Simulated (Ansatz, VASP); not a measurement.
# Ta3Cu: VASP beside Ansatz

```
Ta Cu
1.0
     0.00000    3.23063    3.23063
     3.23063    0.00000    3.23063
     3.23063    3.23063    0.00000
Ta Cu
3 1
Direct
  0.75000 0.75000 0.75000
  0.25000 0.25000 0.25000
  0.00000 0.00000 0.00000
  0.50000 0.50000 0.50000
```

Alike in both runs: functional PBE; k mesh 12 × 12 × 12; occupations gaussian, width 0.1 eV; no spin polarisation.

Ansatz relaxed the structure, and its values are those at the end. VASP's run is a single point on that final structure, the one shown.

```csv
,VASP,Ansatz
version,VASP 6.6.1,Ansatz 0.2.0
potentials or method,"VASP PAW PBE potentials, release 64 (Ta_pv, Cu), cutoff 520 eV","scalar-relativistic, plane waves, PAW"
valence electrons in the cell,44,58
```

|  | VASP | Ansatz | Ansatz less VASP |
| --- | --- | --- | --- |
| gap on the k mesh at the Fermi level (eV) | none | none | - |
| pressure (GPa) | 0.3 | 0.0 | -0.28 |

A gap of «none» marks a metal or a gap that the smearing closes. VASP's potentials hold 44 valence electrons a cell and Ansatz's 58, so a difference there can come from the potentials and not from the codes.

Spin-orbit coupling is off throughout.
